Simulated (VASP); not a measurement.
# BN (P6_3/mmc) in VASP: further runs

The runs below take BN through single point, with PBEsol.

Everything below comes from runs of VASP 6.6.1. Logs are shortened: lines on timing, memory, paths and dates and some standing lists are left out, and cuts for length are marked.

### Step 1. The cell of the first run

The structure is hexagonal, space group P6_3/mmc (No. 194). Conventional cell: a = 2.480 Å, b = 2.480 Å, c = 5.458 Å, α = 90.00°, β = 90.00°, γ = 120.00°. B (site symmetry -6m2) has 3 N at 1.43 Å within 1.9 Å. Within 1.9 Å of N (site symmetry -6m2) lie 3 B at 1.43 Å.

### Step 2. Single point, PBEsol

Input file INCAR:

```
PREC = Accurate
ENCUT = 600
EDIFF = 1E-6
ISMEAR = 0
SIGMA = 0.01
LREAL = F
LASPH = T
NELM = 120
ALGO = Normal
ISIF = 2
LWAVE = F
LCHARG = F
GGA = PS
NBANDS = 16
GGA_COMPAT = F
```

Input file KPOINTS:

```
regular mesh
0
Gamma
  10 10 4
```

Input file POSCAR:

```
BN
1.0
    2.4801717552      0.0000000000      0.0000000000
   -1.2400858776      2.1478917458      0.0000000000
    0.0000000000      0.0000000000      5.4577389479
B N
2 2
Direct
    0.3333333333      0.6666666667      0.2500000000
    0.6666666667      0.3333333333      0.7500000000
    0.3333333333      0.6666666667      0.7500000000
    0.6666666667      0.3333333333      0.2500000000
```

Potentials or basis: VASP PAW PBE potentials, release 64 (B, N).

On the command line:

```sh
$ cat potpaw_PBE.64/B/POTCAR potpaw_PBE.64/N/POTCAR > POTCAR
$ mpirun -np 1 vasp_std > vasp.out
```

OUTCAR:

```text
PREC = Accurate
   ENCUT = 600
   EDIFF = 1E-6
   ISMEAR = 0
   LREAL = F
   LASPH = T
   NELM = 120
   ISIF = 2
   GGA = PS

 ion  position               nearest neighbor table
   1  0.333  0.667  0.250-   4 1.43   4 1.43   4 1.43
   2  0.667  0.333  0.750-   3 1.43   3 1.43   3 1.43
   3  0.333  0.667  0.750-   2 1.43   2 1.43   2 1.43
   4  0.667  0.333  0.250-   1 1.43   1 1.43   1 1.43

  LATTYP: Found a hexagonal cell.
 ALAT       =     2.4801717552
 C/A-ratio  =     2.2005487872

  Lattice vectors:

 A1 = (   2.4801717552,   0.0000000000,   0.0000000000)
 A2 = (  -1.2400858776,   2.1478917458,   0.0000000000)
 A3 = (   0.0000000000,   0.0000000000,   5.4577389479)

Analysis of symmetry for initial positions (statically):
=====================================================================
 Subroutine PRICEL returns:
 Original cell was already a primitive cell.

 Routine SETGRP: Setting up the symmetry group for a
 hexagonal supercell.

 Subroutine GETGRP returns: Found 24 space group operations
 (whereof 12 operations were pure point group operations)
 out of a pool of 24 trial point group operations.

The static configuration has the point symmetry D_3d.
 The point group associated with its full space group is D_6h.

Analysis of symmetry for dynamics (positions and initial velocities):
=====================================================================
 Subroutine PRICEL returns:
 Original cell was already a primitive cell.

 Routine SETGRP: Setting up the symmetry group for a
 hexagonal supercell.

 Subroutine GETGRP returns: Found 24 space group operations
 (whereof 12 operations were pure point group operations)
 out of a pool of 24 trial point group operations.

The dynamic configuration has the point symmetry D_3d.
 The point group associated with its full space group is D_6h.

 Subroutine INISYM returns: Found 24 space group operations
 (whereof 12 operations are pure point group operations),
 and found     1 'primitive' translations

----------------------------------------------------------------------------------------

                                     Primitive cell

  volume of cell :      29.0741

  direct lattice vectors                    reciprocal lattice vectors
     2.480171755  0.000000000  0.000000000     0.403197883  0.232786406  0.000000000
    -1.240085878  2.147891746  0.000000000     0.000000000  0.465572812  0.000000000
     0.000000000  0.000000000  5.457738948     0.000000000  0.000000000  0.183226059

  length of vectors
     2.480171755  2.480171755  5.457738948     0.465572812  0.465572812  0.183226059

  position of ions in fractional coordinates (direct lattice)
     0.333333333  0.666666667  0.250000000
     0.666666667  0.333333333  0.750000000
     0.333333333  0.666666667  0.750000000
     0.666666667  0.333333333  0.250000000

  ion indices of the primitive-cell ions
   primitive index   ion index
                 1           1
                 2           2
                 3           3
                 4           4

----------------------------------------------------------------------------------------

 KPOINTS: regular mesh

Automatic generation of k-mesh.
 Grid dimensions read from file:
 generate k-points for:   10   10    4

 Generating k-lattice:

  Cartesian coordinates                     Fractional coordinates (reciprocal lattice)
     0.040319788  0.023278641  0.000000000     0.100000000  0.000000000  0.000000000
     0.000000000  0.046557281  0.000000000     0.000000000  0.100000000  0.000000000
     0.000000000  0.000000000  0.045806515     0.000000000  0.000000000  0.250000000

  Length of vectors
     0.046557281  0.046557281  0.045806515

  Shift w.r.t. Gamma in fractional coordinates (k-lattice)
     0.000000000  0.000000000  0.000000000

 Subroutine IBZKPT returns following result:
 ===========================================

 Found     42 irreducible k-points:

 Following reciprocal coordinates:
            Coordinates               Weight
  0.000000  0.000000  0.000000      1.000000
  0.100000  0.000000  0.000000      6.000000
  0.200000  0.000000  0.000000      6.000000
  0.300000  0.000000  0.000000      6.000000
  0.400000 -0.000000  0.000000      6.000000
  0.500000  0.000000  0.000000      3.000000
[... 16 lines left out ...]
  0.300000  0.100000  0.250000     24.000000
  0.400000  0.100000  0.250000     24.000000
 [... further k-points ...]
   k-points           NKPTS =     42   k-points in BZ     NKDIM =     42   number of bands    NBANDS=     16
   number of dos      NEDOS =    301   number of ions     NIONS =      4
   total plane-waves  NPLWV =  19200
   dimension x,y,z NGX =    20 NGY =   20 NGZ =   48
   dimension x,y,z NGXF=    40 NGYF=   40 NGZF=   96
   ions per type =               2   2
   NGX,Y,Z   is equivalent  to a cutoff of  13.41, 13.41, 14.62 a.u.
   NGXF,Y,Z  is equivalent  to a cutoff of  26.81, 26.81, 29.24 a.u.
 SYSTEM =  unknown system
   PREC   = accura    normal or accurate (medium, high low for compatibility)
   ISTART =      0    job   : 0-new  1-cont  2-samecut
   ICHARG =      2    charge: 1-file 2-atom 10-const
   ISPIN  =      1    spin polarized calculation?
   LNONCOLLINEAR =      F non collinear calculations
   LSORBIT =      F    spin-orbit coupling
   LASPH  =      T    aspherical Exc in radial PAW
   ENCUT  =  600.0 eV  44.10 Ry    6.64 a.u.   4.95  4.95 10.90*2*pi/ulx,y,z
   NELM   =    120;   NELMIN=  2; NELMDL= -5     # of ELM steps
   EDIFF  = 0.1E-05   stopping-criterion for ELM
   LREAL  =      F    real-space projection
[... 7 lines left out ...]
   TEBEG  =    0.0;   TEEND  =   0.0 temperature during run
   PSTRESS=    0.0 pullay stress
   NELECT =      16.0000    total number of electrons
   NUPDOWN=      -1.0000    fix difference up-down
   EMIN   =  10.00;   EMAX   =-10.00  energy-range for DOS
   EFERMI =   0.00;   METHOD = LEGACY
   ISMEAR =     0;   SIGMA  =   0.01  broadening in eV -4-tet -1-fermi 0-gaus
   EFERMI_NEDOS =   21; number of points for ismear=-14 and -15
   IALGO  =     38    algorithm
   IMIX   =      4    mixing-type and parameters
     AMIX     =   0.40;   BMIX     =  1.00
     AMIX_MAG =   1.60;   BMIX_MAG =  1.00
  volume/ion in A,a.u.               =       7.27        49.05
  Fermi-wavevector in a.u.,A,eV,Ry     =   1.341567  2.535195 24.487811  1.799803
  Thomas-Fermi vector in A             =   2.469791
   LORBIT       =      0    0 simple, 1 ext, 2 COOP (PROOUT), +10 PAW based schemes
   GGA     = PS    functional components
   LHFCALC =     F    Hartree Fock is set to
   AEXX    =    0.0000 exact exchange contribution
   IVDW    =     0    specifies the selected vdW correction
   LEPSILON=     F    determine dielectric tensor
   LRPA    =     F    only Hartree local field effects (RPA)
 non-spin polarized calculation
 Gauss-broadening in eV      SIGMA  =   0.01
  energy-cutoff  :      600.00
  volume of cell :       29.07
 maximum number of plane-waves:       993
 NGX is ok and might be reduce to    20
   NGX =  9   NGY =  9   NGZ = 21

 number of electron      15.9999998 magnetization

 Free energy of the ion-electron system (eV)
  ---------------------------------------------------
  ext. energy  EPLUGINS =         0.00000000
  ---------------------------------------------------
  free energy    TOTEN  =       -36.31132054 eV

  energy without entropy =      -36.31132054  energy(sigma->0) =      -36.31132054

 E-fermi :   4.3819     XC(G=0): -11.6487

 val. band max:        4.3246078256   @ k =   0.3000   0.2000   0.0000
 cond. band min:       8.1756373102   @ k =   0.5000   0.0000   0.2500
 fundamental gap:      3.8510294845
 Fermi energy:         4.3819408513

 k-point     1 :       0.0000    0.0000    0.0000
  band No.  band energies     occupation
      1     -14.2669      2.00000
      2     -13.1270      2.00000
      3      -3.5023      2.00000
      4       1.5275      2.00000
      5       2.7598      2.00000
      6       2.7598      2.00000
[... 8 lines left out ...]
     15      17.2813      0.00000
     16      17.3164      0.00000

 k-point     2 :       0.1000    0.0000    0.0000
  band No.  band energies     occupation
      1     -14.0594      2.00000
      2     -12.9405      2.00000
      3      -3.2229      2.00000
      4       1.7528      2.00000
      5       1.9385      2.00000
      6       2.1850      2.00000
[... 8 lines left out ...]
     15      17.0050      0.00000
     16      17.9376      0.00000

 k-point     3 :       0.2000    0.0000    0.0000
  band No.  band energies     occupation
      1     -13.4506      2.00000
      2     -12.3981      2.00000
      3      -2.3974      2.00000
      4      -0.0252      2.00000
      5       0.3066      2.00000
      6       1.4937      2.00000
[... 8 lines left out ...]
     15      19.2629      0.00000
     16      19.2677      0.00000

 k-point     4 :       0.3000    0.0000    0.0000
  band No.  band energies     occupation
      1     -12.4962      2.00000
      2     -11.5735      2.00000
      3      -2.3108      2.00000
      4      -1.8928      2.00000
      5      -1.0777      2.00000
      6       0.6148      2.00000
[... 8 lines left out ...]
     15      21.4256      0.00000
     16      21.8919      0.00000
[... 324 lines left out ...]
 k-point    22 :       0.2000    0.1000    0.2500
  band No.  band energies     occupation
      1     -12.7417      2.00000
      2     -12.0532      2.00000
      3      -1.3911      2.00000
      4      -1.0099      2.00000
      5      -0.8286      2.00000
      6       0.5982      2.00000
[... 8 lines left out ...]
     15      20.2884      0.00000
     16      20.7179      0.00000

 k-point    23 :       0.3000    0.1000    0.2500
  band No.  band energies     occupation
      1     -11.6970      2.00000
      2     -11.1354      2.00000
      3      -3.2850      2.00000
      4      -2.9982      2.00000
      5      -0.2520      2.00000
      6      -0.0073      2.00000
[... 8 lines left out ...]
     15      20.5820      0.00000
     16      22.6741      0.00000

 k-point    24 :       0.4000    0.1000    0.2500
  band No.  band energies     occupation
      1     -10.7075      2.00000
      2     -10.4009      2.00000
      3      -4.7100      2.00000
      4      -4.4854      2.00000
      5      -0.6812      2.00000
      6      -0.4240      2.00000
[... 8 lines left out ...]
     15      20.8107      0.00000
     16      24.5383      0.00000

 [... further k-points ...]

------------------------ aborting loop because EDIFF is reached ----------------------------------------

  FORCE on cell =-STRESS in cart. coord.  units (eV):
  Direction    XX          YY          ZZ          XY          YZ          ZX
  --------------------------------------------------------------------------------------
  -------------------------------------------------------------------------------------
  Total        2.7972679      2.7972679      2.6541063      0.0000000     -0.0000000      0.0000000
  in kB      154.1479447    154.1479447    146.2587946      0.0000000     -0.0000000      0.0000000
  external PRESSURE =     151.5182280 kB  Pullay stress =       0.0000000 kB

 VOLUME and BASIS-vectors are now :
 -----------------------------------------------------------------------------
  energy-cutoff  :      600.00
  volume of cell :       29.07
      direct lattice vectors                 reciprocal lattice vectors
     2.480171755  0.000000000  0.000000000     0.403197883  0.232786406  0.000000000
    -1.240085878  2.147891746  0.000000000     0.000000000  0.465572812  0.000000000
     0.000000000  0.000000000  5.457738948     0.000000000  0.000000000  0.183226059

 POSITION                                       TOTAL-FORCE (eV/Angst)
 -----------------------------------------------------------------------------------
     -0.00000      1.43193      1.36443        -0.000000      0.000000      0.000000
      1.24009      0.71596      4.09330         0.000000     -0.000000      0.000000
     -0.00000      1.43193      4.09330        -0.000000      0.000000      0.000000
      1.24009      0.71596      1.36443         0.000000     -0.000000      0.000000
 -----------------------------------------------------------------------------------
    total drift:                                0.000000     -0.000000      0.000000

  FREE ENERGIE OF THE ION-ELECTRON SYSTEM (eV)
  ---------------------------------------------------
  free  energy   TOTEN  =       -36.3113205386 eV

  energy  without entropy=      -36.3113205386  energy(sigma->0) =      -36.31132054
```

Wall time 35 s (1 thread of Intel Xeon 8259CL, shared host); peak memory 0.15 GiB.

What came out:

```
Free energy            : -36.3113 eV
Pressure               : 15.2 GPa
Band gap on the k mesh : 3.85 eV (least direct gap 4.28 eV)
```

Caveat: the cell stands under pressure; the PAW data sets were made with another functional, which shifts forces and pressure a little.

### Step 3. Single point, PBEsol

This run uses another cell than the first one, of 7.62 Å³/atom.

Input file INCAR:

```
ALGO = Normal
EDIFF = 1E-6
ENCUT = 600
GGA = PS
GGA_COMPAT = F
ISIF = 2
ISMEAR = 0
LASPH = T
LCHARG = T
LELF = T
LREAL = F
LVHAR = T
LWAVE = F
NBANDS = 16
NELM = 120
PREC = Accurate
SIGMA = 0.01
```

Input file KPOINTS:

```
k-points
0
Gamma
  10 10 4
```

Input file POSCAR:

```
BN
1.0
    2.4870953083      0.0000000000      0.0000000000
   -1.2435476542      2.1538877187      0.0000000000
    0.0000000000      0.0000000000      5.6868592967
B N
2 2
Direct
    0.3333333333      0.6666666667      0.2500000000
    0.6666666667      0.3333333333      0.7500000000
    0.3333333333      0.6666666667      0.7500000000
    0.6666666667      0.3333333333      0.2500000000
```

Potentials or basis: VASP PAW PBE potentials, release 64 (B, N).

On the command line:

```sh
$ cat potpaw_PBE.64/B/POTCAR potpaw_PBE.64/N/POTCAR > POTCAR
$ mpirun -np 1 vasp_std > vasp.out
```

Wall time 44 s (1 thread of Intel Xeon 8259CL, shared host); peak memory 0.15 GiB.

It converged, with:

```yaml
Free_energy: -36.4194 eV
Pressure: 10.1 GPa
Band_gap_on_the_k_mesh: 3.99 eV (least direct gap 4.23 eV)
```

Stress tensor (GPa, compression positive):
```
10.39  0.00  0.00
 0.00 10.39  0.00
 0.00  0.00  9.64
```

Levels at points of the mesh, in eV from the valence-band top:
| k point | band 6 | band 7 | band 8 | band 9 | band 10 | band 11 |
| --- | --- | --- | --- | --- | --- | --- |
| (0.00, 0.00, 0.00) | -1.41 | -1.25 | -1.25 | 6.37 | 11.44 | 11.44 |
| (0.50, 0.00, 0.00) | -4.08 | -2.27 | -0.20 | 4.03 | 6.54 | 9.74 |
| (0.00, 0.00, 0.50) | -1.33 | -1.33 | -1.33 | 9.61 | 9.61 | 11.63 |
| (0.50, 0.00, 0.50) | -4.21 | -1.06 | -1.06 | 4.57 | 4.57 | 10.08 |

Caveat: the cell stands under pressure; the PAW data sets were made with another functional, which shifts forces and pressure a little. A k mesh can miss the band edges.

### Step 4. Single point, PBEsol

This run uses another cell than the first one, of 7.89 Å³/atom.

Input file INCAR:

```
PREC = Accurate ; ENCUT = 600
EDIFF = 1E-6 ; ISMEAR = 0
SIGMA = 0.01 ; LREAL = False
LASPH = True ; NELM = 120
ALGO = Normal ; ISIF = 2
LWAVE = False ; LCHARG = False
GGA = PS ; NBANDS = 16
GGA_COMPAT = False
```

Input file KPOINTS:

```
regular mesh
0
Gamma
  10 10 4
```

Input file POSCAR:

```
BN
1.0
    2.4916714860      0.0000000000      0.0000000000
   -1.2458357430      2.1578508048      0.0000000000
    0.0000000000      0.0000000000      5.8734499295
B N
2 2
Direct
    0.3333333333      0.6666666667      0.2500000000
    0.6666666667      0.3333333333      0.7500000000
    0.3333333333      0.6666666667      0.7500000000
    0.6666666667      0.3333333333      0.2500000000
```

On the command line:

```sh
$ cat potpaw_PBE.64/B/POTCAR potpaw_PBE.64/N/POTCAR > POTCAR
$ mpirun -np 1 vasp_std > vasp.out
```

It took 40 s on 1 thread of Intel Xeon 8259CL, shared host; peak memory 0.15 GiB.

It converged, with:

- Free energy: -36.4786 eV
- Pressure: 7.1 GPa
- Band gap on the k mesh: 4.02 eV (least direct gap 4.25 eV)

Stress tensor (GPa, compression positive):
```
7.37 0.00 0.00
0.00 7.37 0.00
0.00 0.00 6.65
```

Levels at points of the mesh, in eV from the valence-band top:
```
           k point  band 6  band 7  band 8  band 9  band 10  band 11
(0.00, 0.00, 0.00)   -1.37   -1.26   -1.26    6.02    11.47    11.47
(0.50, 0.00, 0.00)   -4.08   -2.06   -0.23    4.02     6.29     9.73
(0.00, 0.00, 0.50)   -1.31   -1.31   -1.31    9.11     9.11    11.62
(0.50, 0.00, 0.50)   -4.18   -1.02   -1.02    4.58     4.58    10.03
```

Caveat: the cell stands under pressure; the PAW data sets were made with another functional, which shifts forces and pressure a little.

### Step 5. Single point, PBEsol

This run uses another cell than the first one, of 8.28 Å³/atom.

Input file INCAR:

```
SYSTEM = BN
ALGO = Normal ; EDIFF = 1E-6
ENCUT = 600 ; GGA = PS
GGA_COMPAT = .False. ; ISIF = 2
ISMEAR = 0 ; LASPH = .True.
LCHARG = .False. ; LREAL = .False.
LWAVE = .False. ; NBANDS = 16
NELM = 120 ; PREC = Accurate
SIGMA = 0.01
```

Input file KPOINTS:

```
k-points
0
Gamma
  10 10 4
  0 0 0
```

Input file POSCAR:

```
BN
1.0
    2.4966857956      0.0000000000      0.0000000000
   -1.2483428978      2.1621933242      0.0000000000
    0.0000000000      0.0000000000      6.1319494531
B N
2 2
Direct
    0.3333333333      0.6666666667      0.2500000000
    0.6666666667      0.3333333333      0.7500000000
    0.3333333333      0.6666666667      0.7500000000
    0.6666666667      0.3333333333      0.2500000000
```

On the command line:

```sh
$ cat potpaw_PBE.64/B/POTCAR potpaw_PBE.64/N/POTCAR > POTCAR
$ mpirun -np 1 vasp_std > vasp.out
```

Run time: 43 s. Hardware: 1 thread of Intel Xeon 8259CL, shared host; peak memory 0.16 GiB.

Results (log left out):

```yaml
Free_energy: -36.5305 eV
Pressure: 4.1 GPa
Band_gap_on_the_k_mesh: 4.01 eV (least direct gap 4.34 eV)
```

Stress tensor (GPa, compression positive):
```
4.35 0.00 0.00
0.00 4.35 0.00
0.00 0.00 3.70
```

Levels at points of the mesh, in eV from the valence-band top:
```tsv
k point	band 4	band 5	band 6	band 7	band 8	band 9	band 10	band 11	band 12	band 13
(0.00, 0.00, 0.00)	-3.68	-1.38	-1.38	-1.30	-1.30	5.57	11.08	11.45	11.45	11.68
(0.50, 0.00, 0.00)	-8.93	-4.25	-4.11	-1.86	-0.33	4.01	5.96	9.56	9.81	12.85
(0.00, 0.00, 0.50)	-5.46	-1.34	-1.34	-1.34	-1.34	8.44	8.44	11.56	11.56	11.56
(0.50, 0.00, 0.50)	-9.01	-4.18	-4.18	-1.03	-1.03	4.56	4.56	9.93	9.93	13.83
```

Caveat: the cell stands under pressure; the PAW data sets were made with another functional, which shifts forces and pressure a little; this functional lacks dispersion, which binds the layers, so the pressure and a relaxed spacing across them are unreliable. A k mesh can miss the band edges.

### Step 6. Overview

```tsv
cell	gap on the mesh (eV)	pressure (GPa)
a = 2.480, b = 2.480, c = 5.458 Å, angles 90.0, 90.0, 120.0°, 4 atoms	3.85	15.2
a = 2.487, b = 2.487, c = 5.687 Å, angles 90.0, 90.0, 120.0°, 4 atoms	3.99	10.1
a = 2.492, b = 2.492, c = 5.873 Å, angles 90.0, 90.0, 120.0°, 4 atoms	4.02	7.1
a = 2.497, b = 2.497, c = 6.132 Å, angles 90.0, 90.0, 120.0°, 4 atoms	4.01	4.1
```

Alike in all rows: task single point; level PBEsol; potentials or basis VASP PAW PBE potentials, release 64 (B, N); no spin polarisation; k mesh 10 × 10 × 4; cutoff (eV) 600; smearing gaussian 0.01 eV.

Caveats: the cell stands under pressure; the PAW data sets were made with another functional, which shifts forces and pressure a little; this functional lacks dispersion, which binds the layers, so the pressure and a relaxed spacing across them are unreliable (at least some runs).

Absolute energies hang on the potentials; compare differences alone.
